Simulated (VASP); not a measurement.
# Co in VASP: further runs

The runs below take Co through single point, with PBE.

All numbers are computed with VASP 6.6.1; they aren't measurements. Logs are shortened: lines on timing, memory, paths and dates and some standing lists are left out, and cuts for length are marked.

## (1) The cell of the first run

It takes space group Fd-3m (No. 227, cubic). Conventional cell: a = 6.333 Å, b = 6.333 Å, c = 6.333 Å, α = 90.00°, β = 90.00°, γ = 90.00°. Co (site symmetry -43m) has 16 Co at 2.63 to 2.74 Å within 3.5 Å. Co (site symmetry -3m) has 12 Co at 2.24 to 2.63 Å within 3.0 Å.

This isn't the form of Co at room conditions, which is hcp.

## (2) Single point, PBE, collinear spin, ferromagnetic start (10.58 Å³/atom)

The input, INCAR:

```
SYSTEM = Co
PREC     = Accurate       ! precision mode
ENCUT    = 520            ! plane-wave cutoff, eV
EDIFF    = 1E-6           ! SCF threshold, eV
ISMEAR   = 0              ! smearing method
SIGMA    = 0.15           ! smearing width, eV
LREAL    = .False.        ! projectors in reciprocal space
LASPH    = .True.         ! aspherical terms in the spheres
NELM     = 150            ! most SCF steps
ALGO     = Fast           ! electronic algorithm
ISIF     = 2              ! what is computed and relaxed
LWAVE    = .False.        ! write WAVECAR
LCHARG   = .False.        ! write CHGCAR
ISPIN    = 2              ! spin polarisation
MAGMOM   = 2.05 2.05 1.96 1.96 1.96 1.96 ! initial moments
LORBIT   = 11             ! projections on sites
LMAXMIX  = 4              ! l up to which the mixer works
GGA      = PE             ! functional
NBANDS   = 40             ! bands
```

The input, KPOINTS:

```
Automatic mesh
0
Gamma
  12 12 12
  0 0 0
```

The input, POSCAR:

```
Co
1.0
    0.0000000000      3.1664795211      3.1664795211
    3.1664795211      0.0000000000      3.1664795211
    3.1664795211      3.1664795211      0.0000000000
Co
6
Direct
    0.2500000000      0.2500000000      0.2500000000
    0.0000000000      0.0000000000      0.0000000000
    0.6250000000      0.6250000000      0.1250000000
    0.6250000000      0.1250000000      0.6250000000
    0.1250000000      0.6250000000      0.6250000000
    0.6250000000      0.6250000000      0.6250000000
```

Potentials or basis: VASP PAW PBE potentials, release 64 (Co).

Command:

```
$ cat potpaw_PBE.64/Co/POTCAR > POTCAR
$ mpirun -np 1 vasp_std > vasp.out
```

OUTCAR:

```text
SYSTEM = Co
   PREC = Accurate
   ENCUT = 520
   EDIFF = 1E-6
   ISMEAR = 0
   LREAL = .False.
   LASPH = .True.
   NELM = 150
   ISIF = 2
   ISPIN = 2
   LORBIT = 11
   GGA = PE

 ion  position               nearest neighbor table
   1  0.250  0.250  0.250-   3 2.63   4 2.63   5 2.63   4 2.63   5 2.63   6 2.63   3 2.63   5 2.63
                             6 2.63   3 2.63   4 2.63   6 2.63   2 2.74   2 2.74   2 2.74   2 2.74
   2  0.000  0.000  0.000-   3 2.63   4 2.63   6 2.63   3 2.63   5 2.63   6 2.63   4 2.63   5 2.63
                             6 2.63   3 2.63   4 2.63   5 2.63   1 2.74   1 2.74   1 2.74   1 2.74
   3  0.625  0.625  0.125-   6 2.24   4 2.24   5 2.24   6 2.24   4 2.24   5 2.24   1 2.63   2 2.63
                             2 2.63   1 2.63   2 2.63   1 2.63
   4  0.625  0.125  0.625-   6 2.24   3 2.24   3 2.24   5 2.24   6 2.24   5 2.24   1 2.63   1 2.63
                             2 2.63   1 2.63   2 2.63   2 2.63
   5  0.125  0.625  0.625-   6 2.24   3 2.24   4 2.24   3 2.24   4 2.24   6 2.24   1 2.63   2 2.63
                             1 2.63   2 2.63   1 2.63   2 2.63
   6  0.625  0.625  0.625-   3 2.24   4 2.24   5 2.24   3 2.24   4 2.24   5 2.24   2 2.63   1 2.63
                             2 2.63   1 2.63   2 2.63   1 2.63

  LATTYP: Found a face centered cubic cell.
 ALAT       =     6.3329590422

  Lattice vectors:

 A1 = (   0.0000000000,   3.1664795211,   3.1664795211)
 A2 = (   3.1664795211,   0.0000000000,   3.1664795211)
 A3 = (   3.1664795211,   3.1664795211,   0.0000000000)

Analysis of symmetry for initial positions (statically):
=====================================================================
 Subroutine PRICEL returns:
 Original cell was already a primitive cell.

 Routine SETGRP: Setting up the symmetry group for a
 face centered cubic supercell.

 Subroutine GETGRP returns: Found 48 space group operations
 (whereof 24 operations were pure point group operations)
 out of a pool of 48 trial point group operations.

The static configuration has the point symmetry T_d .
 The point group associated with its full space group is O_h .

Analysis of symmetry for dynamics (positions and initial velocities):
=====================================================================
 Subroutine PRICEL returns:
 Original cell was already a primitive cell.

 Routine SETGRP: Setting up the symmetry group for a
 face centered cubic supercell.

 Subroutine GETGRP returns: Found 48 space group operations
 (whereof 24 operations were pure point group operations)
 out of a pool of 48 trial point group operations.

The dynamic configuration has the point symmetry T_d .
 The point group associated with its full space group is O_h .

Analysis of structural, dynamic, and magnetic symmetry:
=====================================================================
 Subroutine PRICEL returns:
 Original cell was already a primitive cell.

[... 163 lines left out ...]
  ---------------------------------------------------
  free energy    TOTEN  =       -40.79515332 eV

  energy without entropy =      -40.71337617  energy(sigma->0) =      -40.75426474

 E-fermi :  10.9591     XC(G=0): -13.5147

 val. band max:       10.9567520839   @ k =  -0.0833   0.0833   0.0000
 cond. band min:      10.9664367758   @ k =   0.4167   0.0833   0.0000
 fundamental gap:      0.0096846919
 Fermi energy:        10.9591416523

 spin component 1

 k-point     1 :       0.0000    0.0000    0.0000
  band No.  band energies     occupation
      1       1.5201      1.00000
      2       4.2614      1.00000
      3       5.5286      1.00000
      4       5.5286      1.00000
      5       5.5286      1.00000
      6       6.2184      1.00000
[... 997 lines left out ...]
     38      19.0223      0.00000
     39      20.1318      0.00000

 [... further k-points ...]

 spin component 2

 k-point     1 :       0.0000    0.0000    0.0000
  band No.  band energies     occupation
      1       1.5670      1.00000
      2       5.3642      1.00000
      3       6.6910      1.00000
      4       6.6910      1.00000
      5       6.6910      1.00000
      6       7.4086      1.00000
[... 997 lines left out ...]
     38      19.7001      0.00000
     39      20.7520      0.00000

 [... further k-points ...]

 [bands above 39 left out]

------------------------ aborting loop because EDIFF is reached ----------------------------------------

  FORCE on cell =-STRESS in cart. coord.  units (eV):
  Direction    XX          YY          ZZ          XY          YZ          ZX
  --------------------------------------------------------------------------------------
  -------------------------------------------------------------------------------------
  Total        7.1173859      7.1173859      7.1173859      0.0000000      0.0000000      0.0000000
  in kB      179.5854093    179.5854093    179.5854093      0.0000000      0.0000000      0.0000000
  external PRESSURE =     179.5854093 kB  Pullay stress =       0.0000000 kB

 VOLUME and BASIS-vectors are now :
 -----------------------------------------------------------------------------
  energy-cutoff  :      520.00
  volume of cell :       63.50
      direct lattice vectors                 reciprocal lattice vectors
     0.000000000  3.166479521  3.166479521    -0.157904069  0.157904069  0.157904069
     3.166479521  0.000000000  3.166479521     0.157904069 -0.157904069  0.157904069
     3.166479521  3.166479521  0.000000000     0.157904069  0.157904069 -0.157904069

 POSITION                                       TOTAL-FORCE (eV/Angst)
 -----------------------------------------------------------------------------------
      1.58324      1.58324      1.58324         0.000000      0.000000      0.000000
      0.00000      0.00000      0.00000        -0.000000     -0.000000     -0.000000
      2.37486      2.37486      3.95810         0.000000      0.000000     -0.000000
      2.37486      3.95810      2.37486         0.000000      0.000000     -0.000000
      3.95810      2.37486      2.37486         0.000000      0.000000     -0.000000
      3.95810      3.95810      3.95810         0.000000      0.000000     -0.000000
 -----------------------------------------------------------------------------------
    total drift:                                0.000000      0.000000      0.000000

  FREE ENERGIE OF THE ION-ELECTRON SYSTEM (eV)
  ---------------------------------------------------
  free  energy   TOTEN  =       -40.7951533156 eV

  energy  without entropy=      -40.7133761684  energy(sigma->0) =      -40.75426474

 total charge

# of ion       s       p       d       tot
------------------------------------------
    1        0.414   0.447   7.220   8.080
    2        0.414   0.447   7.220   8.080
    3        0.565   0.630   7.359   8.554
    4        0.565   0.630   7.359   8.554
    5        0.565   0.630   7.359   8.554
    6        0.565   0.630   7.359   8.554
--------------------------------------------------
tot          3.089   3.413  43.876  50.377

 magnetization (x)

# of ion       s       p       d       tot
------------------------------------------
    1       -0.009  -0.041   1.769   1.720
    2       -0.009  -0.041   1.769   1.720
    3       -0.011  -0.054   1.687   1.622
    4       -0.011  -0.054   1.687   1.622
    5       -0.011  -0.054   1.687   1.622
    6       -0.011  -0.054   1.687   1.622
--------------------------------------------------
tot         -0.059  -0.298  10.285   9.928
```

stdout:

```text
POSCAR found type information on POSCAR Co
 POSCAR found :  1 types and       6 ions
 scaLAPACK will be used
 LDA part: xc-table for (Slater+PW92), standard interpolation
 POSCAR, INCAR and KPOINTS ok, starting setup
 FFT: planning ... GRIDC
 FFT: planning ... GRID_SOFT
 FFT: planning ... GRID
 WAVECAR not read
 entering main loop
```

Wall time 8.5 min (1 thread of Intel Xeon 8259CL, shared host); peak memory 0.41 GiB.

What came out:

* Free energy: -40.7952 eV
* Pressure: 18.0 GPa
* Net moment: 9.88 μB per cell
* Site moments: Co +1.72, +1.62 (each value once) μB
* Valence electrons inside the program's atomic spheres: Co 8.08, 8.55 (each value once)

Levels at points of the mesh, in eV from the Fermi level:
Spin up:
```tsv
k point	band 30	band 31	band 32	band 33	band 34	band 35
(0.00, 0.00, 0.00)	-0.10	-0.10	1.31	2.90	2.90	2.90
(0.50, 0.00, 0.00)	-0.96	-0.96	-0.10	2.14	2.41	2.41
(0.50, 0.50, 0.00)	-1.30	-1.27	-1.27	1.41	1.41	2.23
```
Spin down:
```
           k point  band 18  band 19  band 20  band 21  band 22  band 23  band 24  band 25  band 26  band 27
(0.00, 0.00, 0.00)    -0.93    -0.58    -0.58     0.14     0.14     0.14     0.63     0.63     0.63     0.96
(0.50, 0.00, 0.00)    -0.74    -0.65    -0.65    -0.32    -0.30    -0.30     0.07     0.14     0.32     0.32
(0.50, 0.50, 0.00)    -1.56    -0.50    -0.50    -0.23    -0.23    -0.10    -0.10     0.42     0.42     0.43
```

Caveat: the cell stands under pressure.

## (3) Single point, PBE, collinear spin, ferromagnetic start (10.12 Å³/atom)

This run uses another cell than the first one, of 10.12 Å³/atom.

The input, INCAR:

```
SYSTEM = Co
ALGO     = Normal         ! electronic algorithm
EDIFF    = 1E-6           ! SCF threshold, eV
ENCUT    = 520            ! plane-wave cutoff, eV
GGA      = PE             ! functional
ISIF     = 2              ! what is computed and relaxed
ISMEAR   = 0              ! smearing method
ISPIN    = 2              ! spin polarisation
KPAR     = 4            
LASPH    = .TRUE.         ! aspherical terms in the spheres
LCHARG   = .TRUE.         ! write CHGCAR
LMAXMIX  = 4              ! l up to which the mixer works
LORBIT   = 11             ! projections on sites
LREAL    = .FALSE.        ! projectors in reciprocal space
LVHAR    = .TRUE.       
LWAVE    = .FALSE.        ! write WAVECAR
MAGMOM   = 2.05 2.05 1.96 1.96 1.96 1.96 ! initial moments
NBANDS   = 40             ! bands
NELM     = 150            ! most SCF steps
PREC     = Accurate       ! precision mode
SIGMA    = 0.15           ! smearing width, eV
```

The input, KPOINTS:

```
k-points
0
G
  12 12 12
  0 0 0
```

Changes to POSCAR since step 2:

```diff
@@ -2,5 +2,5 @@
 1.0
-    0.0000000000      3.1664795211      3.1664795211
-    3.1664795211      0.0000000000      3.1664795211
-    3.1664795211      3.1664795211      0.0000000000
+    0.0000000000      3.1478689378      3.0647651978
+    3.1478689378      0.0000000000      3.0647651978
+    3.1478689378      3.1478689378      0.0000000000
 Co
```

Potentials or basis: VASP PAW PBE potentials, release 64 (Co).

Command:

```
$ cat potpaw_PBE.64/Co/POTCAR > POTCAR
$ mpirun -np 4 vasp_std > vasp.out
```

Wall time 9.2 min (4 MPI ranks of Oxide Virtual Turin-like, shared host); peak memory 0.6 GiB.

The run converged. Its results:

```
Free energy                                           : -40.3606 eV
Pressure                                              : 30.9 GPa
Net moment                                            : 9.58 μB per cell
Site moments                                          : Co +1.68, +1.55 (each value once) μB
Valence electrons inside the program's atomic spheres : Co 8.16, 8.66 (each value once)
```

Stress tensor (GPa, compression positive):
```
29.08  0.00  0.00
 0.00 29.08  0.00
 0.00  0.00 34.50
```

Levels at points of the mesh, in eV from the Fermi level:
Spin up:
| k point | band 28 | band 29 | band 30 | band 31 | band 32 | band 33 | band 34 | band 35 | band 36 | band 37 |
| --- | --- | --- | --- | --- | --- | --- | --- | --- | --- | --- |
| (0.00, 0.00, 0.00) | -0.94 | 0.02 | 0.02 | 0.10 | 1.44 | 2.99 | 3.08 | 3.08 | 7.03 | 7.03 |
| (0.50, 0.00, 0.00) | -1.18 | -1.17 | -0.90 | -0.83 | 0.05 | 2.25 | 2.42 | 2.75 | 5.88 | 6.05 |
| (0.50, 0.50, 0.00) | -1.44 | -1.22 | -1.22 | -1.20 | -1.20 | 1.46 | 1.46 | 2.34 | 2.34 | 12.22 |
| (0.50, 0.00, 0.50) | -1.43 | -1.28 | -1.28 | -1.18 | -1.18 | 1.62 | 1.62 | 2.53 | 2.53 | 12.17 |
Spin down:
```tsv
k point	band 19	band 20	band 21	band 22	band 23	band 24	band 25	band 26
(0.00, 0.00, 0.00)	-0.64	-0.63	0.06	0.16	0.16	0.62	0.62	0.67
(0.50, 0.00, 0.00)	-0.71	-0.69	-0.41	-0.35	-0.28	0.04	0.13	0.27
(0.50, 0.50, 0.00)	-0.56	-0.56	-0.33	-0.33	-0.21	-0.21	0.42	0.42
(0.50, 0.00, 0.50)	-0.57	-0.57	-0.23	-0.23	-0.12	-0.12	0.42	0.42
```

Caveat: the stress differs along the axes, from 29 to 35 GPa.
